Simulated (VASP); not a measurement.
Here is a VASP 6.6.1 calculation.

Contents of INCAR:

```
SYSTEM = Au
  PREC = Accurate
  ENCUT = 520
  EDIFF = 1E-6
  ISMEAR = 0
  SIGMA = 0.1
  LREAL = .FALSE.
  LASPH = .TRUE.
  NELM = 100
  ALGO = Fast
  ISIF = 2
  LWAVE = .FALSE.
  LCHARG = .FALSE.
  LDIPOL = .TRUE.
  IDIPOL = 3
  DIPOL = 0.5 0.5 0.500
  GGA = PS
  NBANDS = 36
```

File KPOINTS:

```
Automatic mesh
0
G
  14 14 1
  0 0 0
```

File POSCAR:

```
Au
1.0
    2.8200300622      0.0000000000      0.0000000000
   -1.4100150311      2.5170030989      0.0000000000
    0.0000000000      0.0000000000     24.6013551323
Au
5
Direct
    0.6638639510      0.3277279020      0.3048612550
    0.3361360490      0.6722720980      0.4024306275
    0.6638639510      0.3277279020      0.5000000000
    0.3361360490      0.6722720980      0.5975693725
    0.6638639510      0.3277279020      0.6951387450
```

Potentials or basis: VASP PAW PBE potentials, release 64 (Au).

The run is started by

```console
$ cat potpaw_PBE.64/Au/POTCAR > POTCAR
$ mpirun -np 1 vasp_std > vasp.out
```

**Question.** Estimate the largest force.

**Answer.** 0.107 eV/Å.

Forces on the atoms (eV/Å):
```
Au   0.000  0.000 -0.071
Au   0.000 -0.003  0.107
Au   0.000  0.007  0.000
Au   0.000 -0.003 -0.107
Au   0.000  0.000  0.071
```

Caveat: the PAW data sets were made with another functional, which shifts forces and pressure a little.
